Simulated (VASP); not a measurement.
# CoO (Fm-3m) in VASP: a series of runs

The runs below take CoO through single point, with PBE.

Everything below comes from runs of VASP 6.6.1. Logs are shortened: lines on timing, memory, paths and dates and some standing lists are left out, and cuts for length are marked.

### Step 1. The cell of the first run

The structure is cubic, space group Fm-3m (No. 225). Conventional cell: a = 4.102 Å, b = 4.102 Å, c = 4.102 Å, α = 90.00°, β = 90.00°, γ = 90.00°. Within 2.7 Å of Co (site symmetry m-3m) lie 6 O at 2.05 Å. O (site symmetry m-3m) has 6 Co at 2.05 Å within 2.7 Å.

### Step 2. Single point, PBE

File INCAR:

```
PREC = Accurate
ENCUT = 520
EDIFF = 1E-6
ISMEAR = 0
SIGMA = 0.05
LREAL = F
LASPH = T
NELM = 100
ALGO = Normal
ISIF = 2
LWAVE = F
LCHARG = T
GGA = PE
LELF = T
LVHAR = T
NBANDS = 14
```

File KPOINTS:

```
regular mesh
0
Gamma
  14 14 14
```

File POSCAR:

```
CoO
1.0
    0.0000000000      2.0508950807      2.0508950807
    2.0508950807      0.0000000000      2.0508950807
    2.0508950807      2.0508950807      0.0000000000
Co O
1 1
Direct
    0.0000000000      0.0000000000      0.0000000000
    0.5000000000      0.5000000000      0.5000000000
```

Potentials or basis: VASP PAW PBE potentials, release 64 (Co, O).

Started as:

```bash
$ cat potpaw_PBE.64/Co/POTCAR potpaw_PBE.64/O/POTCAR > POTCAR
$ mpirun -np 1 vasp_std > vasp.out
```

OUTCAR:

```text
PREC = Accurate
   ENCUT = 520
   EDIFF = 1E-6
   ISMEAR = 0
   LREAL = F
   LASPH = T
   NELM = 100
   ISIF = 2
   GGA = PE

 ion  position               nearest neighbor table
   1  0.000  0.000  0.000-   2 2.05   2 2.05   2 2.05   2 2.05   2 2.05   2 2.05
   2  0.500  0.500  0.500-   1 2.05   1 2.05   1 2.05   1 2.05   1 2.05   1 2.05

  LATTYP: Found a face centered cubic cell.
 ALAT       =     4.1017901614

  Lattice vectors:

 A1 = (   0.0000000000,   2.0508950807,   2.0508950807)
 A2 = (   2.0508950807,   0.0000000000,   2.0508950807)
 A3 = (   2.0508950807,   2.0508950807,   0.0000000000)

Analysis of symmetry for initial positions (statically):
=====================================================================
 Subroutine PRICEL returns:
 Original cell was already a primitive cell.

 Routine SETGRP: Setting up the symmetry group for a
 face centered cubic supercell.

 Subroutine GETGRP returns: Found 48 space group operations
 (whereof 48 operations were pure point group operations)
 out of a pool of 48 trial point group operations.

The static configuration has the point symmetry O_h .

Analysis of symmetry for dynamics (positions and initial velocities):
=====================================================================
 Subroutine PRICEL returns:
 Original cell was already a primitive cell.

 Routine SETGRP: Setting up the symmetry group for a
 face centered cubic supercell.

 Subroutine GETGRP returns: Found 48 space group operations
 (whereof 48 operations were pure point group operations)
 out of a pool of 48 trial point group operations.

The dynamic configuration has the point symmetry O_h .

 Subroutine INISYM returns: Found 48 space group operations
 (whereof 48 operations are pure point group operations),
 and found     1 'primitive' translations

----------------------------------------------------------------------------------------

                                     Primitive cell

  volume of cell :      17.2528

  direct lattice vectors                    reciprocal lattice vectors
     0.000000000  2.050895081  2.050895081    -0.243795992  0.243795992  0.243795992
     2.050895081  0.000000000  2.050895081     0.243795992 -0.243795992  0.243795992
     2.050895081  2.050895081  0.000000000     0.243795992  0.243795992 -0.243795992

  length of vectors
     2.900403638  2.900403638  2.900403638     0.422267044  0.422267044  0.422267044

  position of ions in fractional coordinates (direct lattice)
     0.000000000  0.000000000  0.000000000
     0.500000000  0.500000000  0.500000000

  ion indices of the primitive-cell ions
   primitive index   ion index
                 1           1
                 2           2

----------------------------------------------------------------------------------------

 KPOINTS: regular mesh

Automatic generation of k-mesh.
 Grid dimensions read from file:
 generate k-points for:   14   14   14

 Generating k-lattice:

  Cartesian coordinates                     Fractional coordinates (reciprocal lattice)
    -0.017413999  0.017413999  0.017413999     0.071428571  0.000000000  0.000000000
     0.017413999 -0.017413999  0.017413999     0.000000000  0.071428571  0.000000000
     0.017413999  0.017413999 -0.017413999     0.000000000  0.000000000  0.071428571

  Length of vectors
     0.030161932  0.030161932  0.030161932

  Shift w.r.t. Gamma in fractional coordinates (k-lattice)
     0.000000000  0.000000000  0.000000000

 Subroutine IBZKPT returns following result:
 ===========================================

 Found    104 irreducible k-points:

 Following reciprocal coordinates:
            Coordinates               Weight
  0.000000  0.000000  0.000000      1.000000
  0.071429  0.000000  0.000000      8.000000
  0.142857  0.000000  0.000000      8.000000
  0.214286  0.000000  0.000000      8.000000
  0.285714  0.000000  0.000000      8.000000
  0.357143  0.000000  0.000000      8.000000
[... 16 lines left out ...]
  0.214286  0.142857  0.000000     24.000000
  0.285714  0.142857  0.000000     24.000000
 [... further k-points ...]
   k-points           NKPTS =    104   k-points in BZ     NKDIM =    104   number of bands    NBANDS=     14
   number of dos      NEDOS =    301   number of ions     NIONS =      2
   total plane-waves  NPLWV =  13824
   dimension x,y,z NGX =    24 NGY =   24 NGZ =   24
   dimension x,y,z NGXF=    48 NGYF=   48 NGZF=   48
   ions per type =               1   1
   NGX,Y,Z   is equivalent  to a cutoff of  13.76, 13.76, 13.76 a.u.
   NGXF,Y,Z  is equivalent  to a cutoff of  27.51, 27.51, 27.51 a.u.
 SYSTEM =  unknown system
   PREC   = accura    normal or accurate (medium, high low for compatibility)
   ISTART =      0    job   : 0-new  1-cont  2-samecut
   ICHARG =      2    charge: 1-file 2-atom 10-const
   ISPIN  =      1    spin polarized calculation?
   LNONCOLLINEAR =      F non collinear calculations
   LSORBIT =      F    spin-orbit coupling
   LASPH  =      T    aspherical Exc in radial PAW
   ENCUT  =  520.0 eV  38.22 Ry    6.18 a.u.   5.39  5.39  5.39*2*pi/ulx,y,z
   NELM   =    100;   NELMIN=  2; NELMDL= -5     # of ELM steps
   EDIFF  = 0.1E-05   stopping-criterion for ELM
   LREAL  =      F    real-space projection
   EDIFFG = 0.1E-04   stopping-criterion for IOM
   NSW    =      0    number of steps for IOM
   IBRION =     -1    ionic relax: 0-MD 1-quasi-New 2-CG
   NFREE  =      0    steps in history (QN), initial steepest desc. (CG)
   ISIF   =      2    stress and relaxation
   ISYM   =      2    0-nonsym 1-usesym 2-fastsym
   POTIM  = 0.5000    time-step for ionic-motion
   TEBEG  =    0.0;   TEEND  =   0.0 temperature during run
   PSTRESS=    0.0 pullay stress
   NELECT =      15.0000    total number of electrons
   NUPDOWN=      -1.0000    fix difference up-down
   EMIN   =  10.00;   EMAX   =-10.00  energy-range for DOS
   EFERMI =   0.00;   METHOD = LEGACY
   ISMEAR =     0;   SIGMA  =   0.05  broadening in eV -4-tet -1-fermi 0-gaus
   EFERMI_NEDOS =   21; number of points for ismear=-14 and -15
   IALGO  =     38    algorithm
   IMIX   =      4    mixing-type and parameters
     AMIX     =   0.40;   BMIX     =  1.00
     AMIX_MAG =   1.60;   BMIX_MAG =  1.00
  volume/ion in A,a.u.               =       8.63        58.21
  Fermi-wavevector in a.u.,A,eV,Ry     =   1.562494  2.952686 33.217111  2.441389
  Thomas-Fermi vector in A             =   2.665405
   LORBIT       =      0    0 simple, 1 ext, 2 COOP (PROOUT), +10 PAW based schemes
   GGA     = PE    functional components
   LHFCALC =     F    Hartree Fock is set to
   AEXX    =    0.0000 exact exchange contribution
   IVDW    =     0    specifies the selected vdW correction
   LEPSILON=     F    determine dielectric tensor
   LRPA    =     F    only Hartree local field effects (RPA)
 non-spin polarized calculation
 Gauss-broadening in eV      SIGMA  =   0.05
  energy-cutoff  :      520.00
  volume of cell :       17.25
 maximum number of plane-waves:       487
 NGX is ok and might be reduce to    24
   NGX = 11   NGY = 11   NGZ = 11

 number of electron      15.0000002 magnetization

 Free energy of the ion-electron system (eV)
  ---------------------------------------------------
  ext. energy  EPLUGINS =         0.00000000
  ---------------------------------------------------
  free energy    TOTEN  =       -12.71824231 eV

  energy without entropy =      -12.71567128  energy(sigma->0) =      -12.71695679

 E-fermi :   9.4625     XC(G=0): -13.0844

 val. band max:        9.4571405370   @ k =  -0.2857   0.2857   0.0000
 cond. band min:       9.4643743590   @ k =  -0.4286   0.4286   0.0000
 fundamental gap:      0.0072338220
 Fermi energy:         9.4625433600

 k-point     1 :       0.0000    0.0000    0.0000
  band No.  band energies     occupation
      1     -11.9668      2.00000
      2       5.6158      2.00000
      3       5.6158      2.00000
      4       5.6158      2.00000
      5       7.7320      2.00000
      6       7.7320      2.00000
      7       7.7320      2.00000
      8       8.1952      2.00000
      9       8.1953      2.00000
     10      11.3590      0.00000
     11      26.8100      0.00000
     12      28.9927      0.00000
     13      28.9927      0.00000
     14      28.9927      0.00000

 k-point     2 :       0.0714    0.0000    0.0000
  band No.  band energies     occupation
      1     -11.9046      2.00000
      2       5.1861      2.00000
      3       5.3885      2.00000
      4       5.3885      2.00000
      5       7.7990      2.00000
      6       7.7990      2.00000
      7       7.8453      2.00000
      8       8.4351      2.00000
      9       8.4352      2.00000
     10      11.6985      0.00000
     11      25.9437      0.00000
     12      28.8560      0.00000
     13      28.8560      0.00000
     14      29.4702      0.00000

 k-point     3 :       0.1429    0.0000    0.0000
  band No.  band energies     occupation
      1     -11.7247      2.00000
      2       4.2271      2.00000
      3       4.8987      2.00000
      4       4.8987      2.00000
      5       7.9501      2.00000
      6       7.9501      2.00000
      7       8.0472      2.00000
      8       9.0006      2.00000
      9       9.0007      2.00000
     10      12.5249      0.00000
     11      24.3768      0.00000
     12      28.2752      0.00000
     13      28.2752      0.00000
     14      30.0735      0.00000
[... 324 lines left out ...]
 k-point    23 :       0.2143    0.1429    0.0000
  band No.  band energies     occupation
      1     -11.4657      2.00000
      2       3.0567      2.00000
      3       4.7177      2.00000
      4       4.8084      2.00000
      5       7.4671      2.00000
      6       8.3589      2.00000
      7       8.5809      2.00000
      8       8.7553      2.00000
      9       9.5212      0.09688
     10      13.9145      0.00000
     11      23.7692      0.00000
     12      26.0944      0.00000
     13      27.0617      0.00000
     14      28.0315      0.00000

 k-point    24 :       0.2857    0.1429    0.0000
  band No.  band energies     occupation
      1     -11.2041      2.00000
      2       2.3929      2.00000
      3       4.1362      2.00000
      4       4.3953      2.00000
      5       7.6249      2.00000
      6       8.5403      2.00000
      7       8.7645      2.00000
      8       9.2452      2.00000
      9      10.0108      0.00000
     10      14.7789      0.00000
     11      22.4308      0.00000
     12      24.7639      0.00000
     13      26.4192      0.00000
     14      28.8403      0.00000

 [... further k-points ...]
[... 5 lines left out ...]
  --------------------------------------------------------------------------------------
  -------------------------------------------------------------------------------------
  Total        0.0127428      0.0127428      0.0127428      0.0000000      0.0000000     -0.0000000
  in kB        1.1833518      1.1833518      1.1833518      0.0000000      0.0000000     -0.0000000
  external PRESSURE =       1.1833518 kB  Pullay stress =       0.0000000 kB

 VOLUME and BASIS-vectors are now :
 -----------------------------------------------------------------------------
  energy-cutoff  :      520.00
  volume of cell :       17.25
      direct lattice vectors                 reciprocal lattice vectors
     0.000000000  2.050895081  2.050895081    -0.243795992  0.243795992  0.243795992
     2.050895081  0.000000000  2.050895081     0.243795992 -0.243795992  0.243795992
     2.050895081  2.050895081  0.000000000     0.243795992  0.243795992 -0.243795992

 POSITION                                       TOTAL-FORCE (eV/Angst)
 -----------------------------------------------------------------------------------
      0.00000      0.00000      0.00000        -0.000000      0.000000      0.000000
      2.05090      2.05090      2.05090         0.000000     -0.000000     -0.000000
 -----------------------------------------------------------------------------------
    total drift:                                0.000000     -0.000000     -0.000000

  FREE ENERGIE OF THE ION-ELECTRON SYSTEM (eV)
  ---------------------------------------------------
  free  energy   TOTEN  =       -12.7182423082 eV

  energy  without entropy=      -12.7156712802  energy(sigma->0) =      -12.71695679
```

It took 29 s on 1 thread of AMD EPYC 7R13, shared host; peak memory 0.16 GiB.

Results:

```
Free energy : -12.7182 eV
Pressure    : 0.1 GPa
```

Caveat: an odd number of electrons without spin polarisation forces a metal; a magnetic or distorted state may lie lower; the run has no spin polarisation, though such a crystal can be magnetic; semilocal functionals often make such compounds metallic where correlation or magnetic order opens a gap, which also shifts bond lengths. Spin polarisation is off, so any magnetic state and its effect on volume and gap are missing.

### Step 3. Single point, PBE (volume scaled by 1.020)

File INCAR:

```
  ALGO = Normal
  EDIFF = 1E-6
  ENCUT = 520
  GGA = PE
  ISIF = 2
  ISMEAR = 0
  LASPH = T
  LCHARG = F
  LREAL = F
  LWAVE = F
  NBANDS = 14
  NELM = 80
  PREC = Accurate
  SIGMA = 0.05
```

File KPOINTS:

```
k-points
0
Gamma
  14 14 14
```

File POSCAR:

```
CoO
1.0
    0.0000000000      2.0644775632      2.0644775632
    2.0644775632      0.0000000000      2.0644775632
    2.0644775632      2.0644775632      0.0000000000
Co O
1 1
Direct
    0.0000000000      0.0000000000      0.0000000000
    0.5000000000      0.5000000000      0.5000000000
```

Potentials or basis: VASP PAW PBE potentials, release 64 (Co, O).

Started as:

```bash
$ cat potpaw_PBE.64/Co/POTCAR potpaw_PBE.64/O/POTCAR > POTCAR
$ mpirun -np 1 vasp_std > vasp.out
```

It took 32 s on 1 thread of AMD EPYC 7R13, shared host; peak memory 0.16 GiB.

The run converged. Its results:

| Property | Result |
| --- | --- |
| Free energy | -12.7141 eV |
| Pressure | -4.1 GPa |

Levels at points of the mesh, in eV from the Fermi level:
| k point | band 5 | band 6 | band 7 | band 8 | band 9 | band 10 | band 11 | band 12 |
| --- | --- | --- | --- | --- | --- | --- | --- | --- |
| (0.00, 0.00, 0.00) | -1.66 | -1.66 | -1.66 | -1.21 | -1.21 | 1.79 | 17.30 | 19.38 |
| (0.50, 0.00, 0.00) | -0.61 | -0.61 | -0.28 | 1.75 | 1.75 | 5.52 | 10.49 | 14.52 |
| (0.50, 0.50, 0.00) | -2.91 | -0.72 | -0.27 | -0.27 | -0.09 | 7.14 | 10.47 | 12.79 |

Caveat: an odd number of electrons without spin polarisation forces a metal; a magnetic or distorted state may lie lower; the run has no spin polarisation, though such a crystal can be magnetic; semilocal functionals often make such compounds metallic where correlation or magnetic order opens a gap, which also shifts bond lengths. Spin polarisation is off, so any magnetic state and its effect on volume and gap are missing.

### Step 4. Single point, PBE (volume scaled by 1.040)

File INCAR:

```
PREC = Accurate
ENCUT = 520
EDIFF = 1E-7
ISMEAR = 0
SIGMA = 0.05
LREAL = False
LASPH = True
NELM = 60
ALGO = Normal
ISIF = 2
LWAVE = False
LCHARG = False
GGA = PE
NBANDS = 14
```

File KPOINTS:

```
Automatic mesh
0
Gamma
  14 14 14
```

File POSCAR:

```
CoO
1.0
    0.0000000000      2.0778836373      2.0778836373
    2.0778836373      0.0000000000      2.0778836373
    2.0778836373      2.0778836373      0.0000000000
Co O
1 1
Direct
    0.0000000000      0.0000000000      0.0000000000
    0.5000000000      0.5000000000      0.5000000000
```

Potentials or basis: VASP PAW PBE potentials, release 64 (Co, O).

Started as:

```bash
$ cat potpaw_PBE.64/Co/POTCAR potpaw_PBE.64/O/POTCAR > POTCAR
$ mpirun -np 1 vasp_std > vasp.out
```

OUTCAR:

```text
PREC = Accurate
   ENCUT = 520
   EDIFF = 1E-7
   ISMEAR = 0
   LREAL = False
   LASPH = True
   NELM = 60
   ISIF = 2
   GGA = PE

 ion  position               nearest neighbor table
   1  0.000  0.000  0.000-   2 2.08   2 2.08   2 2.08   2 2.08   2 2.08   2 2.08
   2  0.500  0.500  0.500-   1 2.08   1 2.08   1 2.08   1 2.08   1 2.08   1 2.08

  LATTYP: Found a face centered cubic cell.
 ALAT       =     4.1557672746

  Lattice vectors:

 A1 = (   0.0000000000,   2.0778836373,   2.0778836373)
[... 595 lines left out ...]
------------------------ aborting loop because EDIFF is reached ----------------------------------------

  FORCE on cell =-STRESS in cart. coord.  units (eV):
  Direction    XX          YY          ZZ          XY          YZ          ZX
  --------------------------------------------------------------------------------------
  -------------------------------------------------------------------------------------
  Total       -0.9040030     -0.9040030     -0.9040030      0.0000000      0.0000000      0.0000000
  in kB      -80.7210472    -80.7210472    -80.7210472      0.0000000      0.0000000      0.0000000
  external PRESSURE =     -80.7210472 kB  Pullay stress =       0.0000000 kB

 VOLUME and BASIS-vectors are now :
 -----------------------------------------------------------------------------
  energy-cutoff  :      520.00
  volume of cell :       17.94
      direct lattice vectors                 reciprocal lattice vectors
     0.000000000  2.077883637  2.077883637    -0.240629452  0.240629452  0.240629452
     2.077883637  0.000000000  2.077883637     0.240629452 -0.240629452  0.240629452
     2.077883637  2.077883637  0.000000000     0.240629452  0.240629452 -0.240629452

 POSITION                                       TOTAL-FORCE (eV/Angst)
 -----------------------------------------------------------------------------------
      0.00000      0.00000      0.00000        -0.000000      0.000000      0.000000
      2.07788      2.07788      2.07788         0.000000     -0.000000      0.000000
 -----------------------------------------------------------------------------------
    total drift:                                0.000000     -0.000000     -0.000000

  FREE ENERGIE OF THE ION-ELECTRON SYSTEM (eV)
  ---------------------------------------------------
  free  energy   TOTEN  =       -12.7013201976 eV

  energy  without entropy=      -12.6985067998  energy(sigma->0) =      -12.69991350
```

stdout:

```text
POSCAR found type information on POSCAR CoO
 POSCAR found :  2 types and       2 ions
 scaLAPACK will be used
 LDA part: xc-table for (Slater+PW92), standard interpolation
 POSCAR, INCAR and KPOINTS ok, starting setup
 FFT: planning ... GRIDC
 FFT: planning ... GRID_SOFT
 FFT: planning ... GRID
 WAVECAR not read
 entering main loop
```

It took 39 s on 1 thread of AMD EPYC 7R13, shared host; peak memory 0.16 GiB.

What came out:

- Free energy: -12.7013 eV
- Pressure: -8.1 GPa

Levels at points of the mesh, in eV from the Fermi level:
| k point | band 6 | band 7 | band 8 | band 9 | band 10 | band 11 |
| --- | --- | --- | --- | --- | --- | --- |
| (0.00, 0.00, 0.00) | -1.59 | -1.59 | -1.16 | -1.16 | 1.69 | 17.26 |
| (0.50, 0.00, 0.00) | -0.58 | -0.26 | 1.71 | 1.71 | 5.49 | 10.31 |
| (0.50, 0.50, 0.00) | -0.69 | -0.25 | -0.25 | -0.10 | 7.01 | 10.36 |

Caveat: an odd number of electrons without spin polarisation forces a metal; a magnetic or distorted state may lie lower; the run has no spin polarisation, though such a crystal can be magnetic; semilocal functionals often make such compounds metallic where correlation or magnetic order opens a gap, which also shifts bond lengths.

### Step 5. Overview

```csv
cell,gap on the mesh (eV),pressure (GPa)
"a = 2.900 Å, angles 60.0°, 2 atoms",none,0.1
"a = 2.920 Å, angles 60.0°, 2 atoms",none,-4.1
"a = 2.939 Å, angles 60.0°, 2 atoms",none,-8.1
```

Alike in all rows: task single point; level PBE; potentials or basis VASP PAW PBE potentials, release 64 (Co, O); no spin polarisation; k mesh 14 × 14 × 14; cutoff (eV) 520; smearing gaussian 0.05 eV.

Caveats: an odd number of electrons without spin polarisation forces a metal; a magnetic or distorted state may lie lower; the run has no spin polarisation, though such a crystal can be magnetic; semilocal functionals often make such compounds metallic where correlation or magnetic order opens a gap, which also shifts bond lengths.

Absolute energies hang on the potentials; compare differences alone.
